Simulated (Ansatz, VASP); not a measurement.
## ZnS: VASP beside Ansatz

```xyz
4
Lattice="3.8441 0.0000 0.0000 -1.9220 3.3291 0.0000 0.0000 0.0000 6.3046" Properties=species:S:1:pos:R:3 pbc="T T T"
Zn    0.0000    2.2194    0.0017
Zn    1.9220    1.1097    3.1540
S     0.0000    2.2194    2.3626
S     1.9220    1.1097    5.5149
```

Alike in both runs: task single point; functional PBE; k mesh 12 × 12 × 4; occupations gaussian, width 0.02 eV; no spin polarisation.

```csv
,VASP,Ansatz
version,VASP 6.6.1,Ansatz 0.2.0
potentials or method,"VASP PAW PBE potentials, release 64 (Zn, S), cutoff 520 eV","scalar-relativistic, plane waves, PAW"
valence electrons in the cell,36,36
```

Ansatz gave:

| Item | Value |
| --- | --- |
| gap on the k mesh at the Fermi level (eV) | 2.08 |
| least direct gap on the mesh (eV) | 2.08 |
| pressure (GPa) | 0.0 |

Task: Estimate VASP's values.

Result: gap on the k mesh at the Fermi level (eV): 2.08; least direct gap on the mesh (eV): 2.08; pressure (GPa): 0.2.

With one functional, cell and mesh, what is left measures potentials, basis and numerics.
